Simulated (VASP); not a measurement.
Set up this calculation in VASP 6.6.1, as the native input.

| Item | Value |
| --- | --- |
| Task | single point |
| Functional | PBE |
| Potentials or basis | VASP PAW PBE potentials, release 64 (Cs_sv, Cl) |
| Cutoff | 500 eV |
| k mesh | 6 × 6 × 6 |
| Occupations | gaussian, width 0.02 eV |
| Spin | no spin polarisation |
| Dipole correction | no |
| Further INCAR settings | ALGO = Normal; EDIFF = 1e-06; NBANDS = 15 |

The structure of CsCl lies in POSCAR:

```
CsCl
1.0
    4.2056484088      0.0000000000      0.0000000000
    0.0000000000      4.2056484088      0.0000000000
    0.0000000000      0.0000000000      4.2056484088
Cs Cl
1 1
Direct
    0.0000000000      0.0000000000      0.0000000000
    0.5000000000      0.5000000000      0.5000000000
```

These files were run (other wordings do the same):

INCAR

```
SYSTEM = CsCl
  PREC = Accurate
  ENCUT = 500
  EDIFF = 1E-6
  ISMEAR = 0
  SIGMA = 0.02
  LREAL = .False.
  LASPH = .True.
  NELM = 120
  ALGO = Normal
  ISIF = 2
  LWAVE = .False.
  LCHARG = .False.
  GGA = PE
  NBANDS = 15
  GGA_COMPAT = .False.
```

KPOINTS

```
regular mesh
0
Gamma
  6 6 6
  0 0 0
```

Potentials or basis: VASP PAW PBE potentials, release 64 (Cs_sv, Cl).

Run with:

```bash
$ cat potpaw_PBE.64/Cs_sv/POTCAR potpaw_PBE.64/Cl/POTCAR > POTCAR
$ mpirun -np 1 vasp_std > vasp.out
```

It gave:

```json
{
 "Pressure": "0.0 GPa",
 "Band gap on the k mesh": "5.00 eV"
}
```

Caveat: spin-orbit coupling is left out, which moves the levels of the heavy elements.

It took 20 s on 1 thread of Intel Xeon 8259CL (shared host), peak memory 0.18 GiB.
